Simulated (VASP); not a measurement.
# AlPt: relaxation of cell and atoms with r2SCAN

AlPt:

```
Al Pt
1.0
     3.09155    0.00000    0.00000
     0.00000    3.09155    0.00000
     0.00000    0.00000    3.09155
Al Pt
1 1
Direct
  0.00000 0.00000 0.00000
  0.50000 0.50000 0.50000
```

| Item | Value |
| --- | --- |
| Program | VASP 6.6.1 |
| Task | relaxation of cell and atoms |
| Functional | r2SCAN |
| Potentials or basis | VASP PAW PBE potentials, release 64 (Al, Pt) |
| Cutoff | 600 eV |
| k mesh | 7 × 7 × 7 |
| Occupations | fermi-dirac, width 0.1 eV |
| Spin | no spin polarisation |
| Dipole correction | no |
| Further INCAR settings | ALGO = Normal; EDIFF = 1e-07; IBRION = 2; EDIFFG = -0.02; NSW = 80; ISIF = 3 |

```yaml
Relaxed_volume: 14.39 Å³/atom
Relaxed_cell: a = 3.065 Å, b = 3.065 Å, c = 3.065 Å, α = 90.00°, β = 90.00°, γ = 90.00°
Space_group_after_relaxing_to_0.05_Å: Pm-3m (No. 221)
Energy_gained_by_relaxing: 6.3 meV/atom
Ionic_steps: 3
Pressure_after_relaxing: 0.0 GPa
```

The path:
| step | energy change (eV) | largest force (eV/Å) | pressure (GPa) | volume (Å³) |
| --- | --- | --- | --- | --- |
| 1 | 0.0000 | 0.0000 | -5.08 | 29.55 |
| 2 | 0.0218 | 0.0000 | 9.70 | 27.59 |
| 3 | -0.0126 | 0.0000 | 0.00 | 28.79 |

Final structure:
```
CELL_PARAMETERS angstrom
3.06475 0.00000 0.00000
0.00000 3.06475 0.00000
0.00000 0.00000 3.06475
ATOMIC_POSITIONS crystal
Al 0.00000 0.00000 0.00000
Pt 0.50000 0.50000 0.50000
```

Levels at points of the mesh, in eV from the Fermi level:
| k point | band 3 | band 4 | band 5 | band 6 | band 7 | band 8 | band 9 | band 10 |
| --- | --- | --- | --- | --- | --- | --- | --- | --- |
| (0.00, 0.00, 0.00) | -6.22 | -2.99 | -2.99 | -2.99 | 4.06 | 4.06 | 4.06 | 9.36 |

It took 46 s on 1 thread of Intel(R) Xeon(R) 6975P-C (Granite Rapids), with other jobs on the host, peak memory 0.17 GiB.

Caveat: the PAW data sets were made with another functional, which shifts forces and pressure a little; spin-orbit coupling is left out, which moves the levels of the heavy elements.
